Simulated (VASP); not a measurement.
# Y (I4_1/amd) in VASP: notebook, part 2 of 2

VASP 6.6.1. Earlier steps stand in the parts before.

### Step 5. Relaxation of shape and atoms at fixed volume, PBE

This run uses another cell than the first one, of 13.21 Å³/atom.

Input file INCAR:

```
SYSTEM = Y
PREC = Accurate
ENCUT = 600
EDIFF = 1E-6
ISMEAR = -1
SIGMA = 0.08
LREAL = .FALSE.
LASPH = .TRUE.
NELM = 100
ALGO = Normal
ISIF = 4
LWAVE = .FALSE.
LCHARG = .FALSE.
GGA = PE
IBRION = 2
NSW = 50
EDIFFG = -0.005
```

Input file KPOINTS:

```
regular mesh
0
G
  14 14 14
  0 0 0
```

Input file POSCAR:

```
Y
1.0
   -2.2930551146      2.2930551146      1.2558477896
    2.2930551146     -2.2930551146      1.2558477896
    2.2930551146      2.2930551146     -1.2558477896
Y
2
Direct
   -0.3750000000     -0.1250000000     -0.2500000000
    0.3750000000      0.1250000000      0.2500000000
```

Potentials or basis: VASP PAW PBE potentials, release 64 (Y_sv).

Run with:

```
cat potpaw_PBE.64/Y_sv/POTCAR > POTCAR
mpirun -np 1 vasp_std > vasp.out
```

OUTCAR:

```text
SYSTEM = Y
   PREC = Accurate
   ENCUT = 600
   EDIFF = 1E-6
   ISMEAR = -1
   LREAL = .FALSE.
   LASPH = .TRUE.
   NELM = 100
   ISIF = 4
   GGA = PE
   IBRION = 2
   NSW = 50
   EDIFFG = -0.005

 ion  position               nearest neighbor table
   1  0.625  0.875  0.750-   2 2.38   2 2.38   2 2.38   2 2.38   2 2.97   2 2.97   2 2.97   2 2.97
                             2 3.89   2 3.89
   2  0.375  0.125  0.250-   1 2.38   1 2.38   1 2.38   1 2.38   1 2.97   1 2.97   1 2.97   1 2.97
                             1 3.89   1 3.89

  LATTYP: Found a body centered tetragonal cell.
 ALAT       =     4.5861102292
 C/A-ratio  =     0.5476744896

  Lattice vectors:

 A1 = (  -2.2930551146,   2.2930551146,   1.2558477896)
 A2 = (   2.2930551146,  -2.2930551146,   1.2558477896)
 A3 = (   2.2930551146,   2.2930551146,  -1.2558477896)

Analysis of symmetry for initial positions (statically):
=====================================================================
 Subroutine PRICEL returns:
 Original cell was already a primitive cell.

 Routine SETGRP: Setting up the symmetry group for a
 body centered tetragonal supercell.

[... 277 lines left out ...]

 number of electron      22.0000000 magnetization

------------------------ aborting loop because EDIFF is reached ----------------------------------------
[... 67 lines left out ...]
--------------------------------------- Ionic step       19  -------------------------------------------

 number of electron      22.0000000 magnetization

 Free energy of the ion-electron system (eV)
  ---------------------------------------------------
  ext. energy  EPLUGINS =         0.00000000
  ---------------------------------------------------
  free energy    TOTEN  =        -3.30173191 eV

  energy without entropy =       -3.27525264  energy(sigma->0) =       -3.28849228

 E-fermi :   9.1286     XC(G=0): -13.6920

 val. band max:        9.1205937098   @ k =   0.4286   0.4286   0.0714
 cond. band min:       9.1367235508   @ k =  -0.3571  -0.4286   0.3571
 fundamental gap:      0.0161298409
 Fermi energy:         9.1285891493

 k-point     1 :       0.0000    0.0000    0.0000
  band No.  band energies     occupation
      1     -34.8872      2.00000
      2     -31.1432      2.00000
      3     -16.0020      2.00000
      4     -16.0020      2.00000
      5     -11.2755      2.00000
      6     -11.1372      2.00000
      7     -10.0873      2.00000
      8     -10.0873      2.00000
      9       2.4936      2.00000
     10       5.6225      2.00000
     11       7.7401      2.00000
     12       8.3156      1.99992
     13      10.1676      0.00000
     14      12.8177      0.00000
[... 401 lines left out ...]
      2     -31.5682      2.00000
      3     -16.2044      2.00000
      4     -15.3899      2.00000
      5     -14.5113      2.00000
      6     -13.6668      2.00000
      7     -10.8265      2.00000
      8     -10.2941      2.00000
      9       4.5690      2.00000
     10       5.5762      2.00000
     11       8.5470      1.99861
     12       9.7084      0.00142
     13      11.9862      0.00000
     14      12.9222      0.00000
     15      15.3895      0.00000

 [... further k-points ...]
[... 5 lines left out ...]
  --------------------------------------------------------------------------------------
  -------------------------------------------------------------------------------------
  Total       24.7540223     24.7540223     24.7521291      0.0000000      0.0000000     -0.0000000
  in kB     1501.5174260   1501.5174260   1501.4025914      0.0000000      0.0000000     -0.0000000
  external PRESSURE =    1501.4791478 kB  Pullay stress =       0.0000000 kB
[... 17 lines left out ...]
  FREE ENERGIE OF THE ION-ELECTRON SYSTEM (eV)
  ---------------------------------------------------
  free  energy   TOTEN  =        -3.3017319130 eV

  energy  without entropy=       -3.2752526382  energy(sigma->0) =       -3.28849228

 reached required accuracy - stopping structural energy minimisation
```

OSZICAR:

```text
N       E                     dE             d eps       ncg     rms          rms(c)
DAV:   1     0.111758879999E+03    0.11176E+03   -0.13516E+04  7320   0.172E+03
DAV:   2     0.173805542862E+01   -0.11002E+03   -0.10855E+03  9284   0.338E+02
DAV:   3    -0.301477835589E+01   -0.47528E+01   -0.46241E+01 10392   0.521E+01
[... 90 lines left out ...]
DAV:   4    -0.330173106327E+01    0.89367E-08   -0.22429E-07  3877   0.416E-03
  18 F= -.33017311E+01 E0= -.32885021E+01  d E =-.758781E-05
       N       E                     dE             d eps       ncg     rms          rms(c)
DAV:   1    -0.330173509008E+01   -0.40179E-05   -0.15237E-04  7572   0.106E-01    0.157E-02
DAV:   2    -0.330173276518E+01    0.23249E-05   -0.51208E-06  9085   0.177E-02    0.749E-03
DAV:   3    -0.330173191295E+01    0.85223E-06   -0.20598E-06  4668   0.123E-02
  19 F= -.33017319E+01 E0= -.32884923E+01  d E =-.843749E-05
```

CONTCAR:

```text
Y
   1.00000000000000
    -2.2262635622841884    2.2262635622841889    1.3323331562096579
     2.2262635622841884   -2.2262635622841889    1.3323331562096579
     2.2262635622841884    2.2262635622841889   -1.3323331562096579
  Y
     2
Direct
     0.6250000000000000    0.8750000000000000    0.7500000000000000
     0.3750000000000000    0.1250000000000000    0.2500000000000000

  0.00000000E+00  0.00000000E+00  0.00000000E+00
  0.00000000E+00  0.00000000E+00  0.00000000E+00
```

It took 15 min on 1 thread of AMD EPYC 7R13, shared host; peak memory 0.25 GiB.

What came out:

| Property | Result |
| --- | --- |
| Free energy | -3.3017 eV |
| Energy gained by relaxing | 89.6 meV/atom |
| Ionic steps | 19 |
| Pressure after relaxing | 150.1 GPa |
| Band gap on the k mesh | zero (bands 11 and 12 overlap by 4.00 eV) |

The path:
| step | energy change (eV) | largest force (eV/Å) | pressure (GPa) | volume (Å³) |
| --- | --- | --- | --- | --- |
| 1 | 0.0000 | 0.0000 | 149.69 | 26.41 |
| 2 | -0.1472 | 0.0000 | 151.37 | 26.41 |
| 3 | -0.1791 | 0.0000 | 150.16 | 26.41 |
| 4 | -0.1792 | 0.0000 | 150.15 | 26.41 |
| 5 | -0.1792 | 0.0000 | 150.13 | 26.41 |
| 6 | -0.1792 | 0.0000 | 150.13 | 26.41 |
| 7 | -0.1792 | 0.0000 | 150.13 | 26.41 |
| 8 | -0.1792 | 0.0000 | 150.13 | 26.41 |
| 9 | -0.1792 | 0.0000 | 150.13 | 26.41 |
| 10 | -0.1792 | 0.0000 | 150.13 | 26.41 |
| 11 | -0.1792 | 0.0000 | 150.13 | 26.41 |
| 12 | -0.1792 | 0.0000 | 150.13 | 26.41 |
| 13 | -0.1792 | 0.0000 | 150.13 | 26.41 |
| 14 | -0.1792 | 0.0000 | 150.13 | 26.41 |
| 15 | -0.1792 | 0.0000 | 150.13 | 26.41 |
| 16 | -0.1792 | 0.0000 | 150.14 | 26.41 |
| 17 | -0.1792 | 0.0000 | 150.14 | 26.41 |
| 18 | -0.1792 | 0.0000 | 150.15 | 26.41 |
| 19 | -0.1792 | 0.0000 | 150.15 | 26.41 |

Final structure:
```yaml
crystal:
  lattice:
    - [-2.22626, 2.22626, 1.33233]
    - [2.22626, -2.22626, 1.33233]
    - [2.22626, 2.22626, -1.33233]
  atoms:
    - { symbol: Y, position: [0.62500, 0.87500, 0.75000] }
    - { symbol: Y, position: [0.37500, 0.12500, 0.25000] }
```

Levels at points of the mesh, in eV from the Fermi level:
| k point | band 9 | band 10 | band 11 | band 12 | band 13 | band 14 |
| --- | --- | --- | --- | --- | --- | --- |
| (0.00, 0.00, 0.00) | -6.63 | -3.51 | -1.39 | -0.81 | 1.04 | 3.69 |
| (0.50, 0.00, 0.00) | -4.20 | -3.41 | -1.04 | 1.91 | 2.40 | 4.81 |
| (0.50, 0.50, 0.00) | -2.78 | -2.78 | 0.24 | 0.24 | 3.38 | 3.38 |
| (0.50, 0.50, 0.50) | -1.78 | -1.78 | 2.28 | 2.28 | 3.80 | 3.80 |

### Step 6. Summary

```csv
task,cell,cutoff (eV),gap on the mesh (eV),pressure (GPa)
single point,"a = 4.633 Å, angles 97.6, 97.6, 137.4°, 2 atoms",520,none,1.7
single point,"a = 4.720 Å, angles 97.5, 97.5, 137.7°, 2 atoms",520,none,-0.1
relaxation of shape and atoms at fixed volume,"relaxed from a = 3.478 Å, angles 97.5, 97.5, 137.7°, 2 atoms",600,none,150.1
```

Alike in all rows: level PBE; potentials or basis VASP PAW PBE potentials, release 64 (Y_sv); no spin polarisation; k mesh 14 × 14 × 14; smearing fermi-dirac 0.08 eV.

Absolute energies hang on the potentials; compare differences alone.
